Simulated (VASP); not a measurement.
Write the native input for VASP 6.6.1 that does the following.

```yaml
Task: single point
Functional: PBEsol
Potentials_or_basis: VASP PAW PBE potentials, release 64 (In_d, Sb)
Cutoff: 520 eV
k_mesh: 2 × 5 × 2
Occupations: methfessel-paxton, width 0.042 eV
Spin: collinear spin, ferromagnetic start
Starting_moments: "[0.52, 0.91] μB"
Fixed_moment: 3 μB
Dipole_correction: no
Further_INCAR_settings: ALGO = Normal; EDIFF = 1e-07; NBANDS = 20; ISYM = 0
```

The structure of InSb lies in POSCAR:

```
InSb
1.0
    0.0000000000      3.3166107078      3.3166107078
    3.3166107078      0.0000000000      3.3166107078
    3.3166107078      3.3166107078      0.0000000000
In Sb
1 1
Direct
    0.0000000000      0.0000000000      0.0000000000
    0.2500000000      0.2500000000      0.2500000000
```

These files were run (other wordings do the same):

INCAR

```
PREC = Accurate
ENCUT = 520
EDIFF = 1E-7
ISMEAR = 1
SIGMA = 0.042
LREAL = F
LASPH = T
NELM = 150
ALGO = Normal
ISIF = 2
LWAVE = F
LCHARG = F
ISPIN = 2
MAGMOM = 0.52 0.91
LORBIT = 11
NUPDOWN = 3.0
GGA = PS
NBANDS = 20
ISYM = 0
```

KPOINTS

```
Automatic mesh
0
Gamma
  2 5 2
```

Potentials or basis: VASP PAW PBE potentials, release 64 (In_d, Sb).

The run is started by

```console
$ cat potpaw_PBE.64/In_d/POTCAR potpaw_PBE.64/Sb/POTCAR > POTCAR
$ mpirun -np 1 vasp_std > vasp.out
```

Results of the run:

```json
{"Pressure": "7.0 GPa", "Net moment": "3.00 μB per cell", "Site moments": "In +0.57; Sb +0.75 μB", "Valence electrons inside the program's atomic spheres": "In 11.44; Sb 2.40"}
```

Caveat: the k points lie up to 0.82 Å⁻¹ apart; the moment is held away from its start; the PAW data sets were made with another functional, which shifts forces and pressure a little; the total moment is fixed, so each spin has its own Fermi level.

Wall time 42 s on 1 thread of Intel Xeon 6975P-C, with other jobs on the host, peak memory 0.24 GiB.
